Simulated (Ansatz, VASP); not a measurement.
**TePb in VASP and in Ansatz**

INCAR

```
  PREC = Accurate
  ENCUT = 500
  EDIFF = 1E-6
  ISMEAR = -1
  SIGMA = 0.05
  LREAL = F
  LASPH = T
  NELM = 120
  ALGO = Normal
  ISIF = 2
  LWAVE = F
  LCHARG = F
  GGA = LIBXC
  LIBXC1 = GGA_X_B88
  LIBXC2 = GGA_C_PBE
  NBANDS = 17
  GGA_COMPAT = F
```

Contents of KPOINTS:

```
regular mesh
0
Gamma
  7 7 7
```

POSCAR

```
TePb
1.0
    0.0000000000      3.2093147829      3.2093147829
    3.2093147829      0.0000000000      3.2093147829
    3.2093147829      3.2093147829      0.0000000000
Pb Te
1 1
Direct
    0.0000000000      0.0000000000      0.0000000000
    0.5000000000      0.5000000000      0.5000000000
```

Contents of input.yaml:

```yaml
crystal:
  lattice:
    - [0.0, 3.2093147829, 3.2093147829]
    - [3.2093147829, 0.0, 3.2093147829]
    - [3.2093147829, 3.2093147829, 0.0]
  atoms:
    - { symbol: Pb, position: [0.0, 0.0, 0.0] }
    - { symbol: Te, position: [0.5, 0.5, 0.5] }
hamiltonian:
  xc: { exchange: b88, correlation: pbe }
  pseudopotentials: { kind: paw }
kpoints:
  mp_grid: { grid: [7, 7, 7] }
scf:
  occupations: { method: fermi_dirac, width: 0.05 }
output:
  forces: true
  stress: true
  eigenvalues: true
```

Alike in both runs: task single point; functional b88 exchange, pbe correlation; k mesh 7 × 7 × 7; occupations fermi-dirac, width 0.05 eV; no spin polarisation.

|  | VASP | Ansatz |
| --- | --- | --- |
| version | VASP 6.6.1 | Ansatz 0.2.0 |
| potentials or method | VASP PAW PBE potentials, release 64 (Pb_d, Te) | Ansatz PAW |
| plane-wave cutoff (eV) | 500 | 420 |
| valence electrons in the cell | 20 | 30 |

|  | VASP | Ansatz | Ansatz less VASP |
| --- | --- | --- | --- |
| pressure (GPa) | 2.9 | 2.9 | +0.07 |

VASP's potentials were made for PBE, not for b88 exchange, pbe correlation. VASP's potentials hold 20 valence electrons a cell and Ansatz's 30, so a difference there can come from the potentials and not from the codes.

Spin-orbit coupling is off throughout.
